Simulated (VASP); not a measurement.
The system is HClF2.

```
H Cl F
1.0
     3.69429    0.00000    0.00000
    -1.84714    3.19935    0.00000
     0.00000    0.00000    5.98845
H Cl F
1 1 2
Direct
  0.00000 0.00000 0.50000
  0.00000 0.00000 0.00000
  0.00000 0.00000 0.31282
  0.00000 0.00000 0.68718
```

* Program: VASP 6.6.1
* Task: relaxation of shape and atoms at fixed volume
* Functional: PBE
* Dispersion: D3(BJ)
* Potentials or basis: VASP PAW PBE potentials, release 64 (H, Cl, F)
* Cutoff: 600 eV
* k mesh: 12 × 12 × 6
* Occupations: gaussian, width 0.02 eV
* Spin: no spin polarisation

At the start: pressure 1.3 GPa; volume 17.69 Å³/atom.

Question: How do energy, volume and symmetry change on relaxing?

Answer: Over 5 steps the energy falls by 2.0 meV/atom; space group P6/mmm (No. 191, to 0.1 Å) before and after.

The path:
| step | energy change (eV) | largest force (eV/Å) | pressure (GPa) | volume (Å³) |
| --- | --- | --- | --- | --- |
| 1 | 0.0000 | 0.1435 | 1.27 | 70.78 |
| 2 | -0.0059 | 0.1965 | -0.36 | 70.78 |
| 3 | -0.0077 | 0.0923 | 0.13 | 70.78 |
| 4 | -0.0079 | 0.0510 | 0.05 | 70.78 |
| 5 | -0.0080 | 0.0010 | 0.08 | 70.78 |

Final structure:
```
CELL_PARAMETERS angstrom
3.67671 0.00000 0.00000
-1.83835 3.18412 0.00000
0.00000 0.00000 6.04586
ATOMIC_POSITIONS crystal
H 0.00000 0.00000 0.50000
Cl 0.00000 0.00000 0.00000
F 0.00000 0.00000 0.31245
F 0.00000 0.00000 0.68755
```

Where two steps share one volume, the run began anew on that cell with a basis built for it.
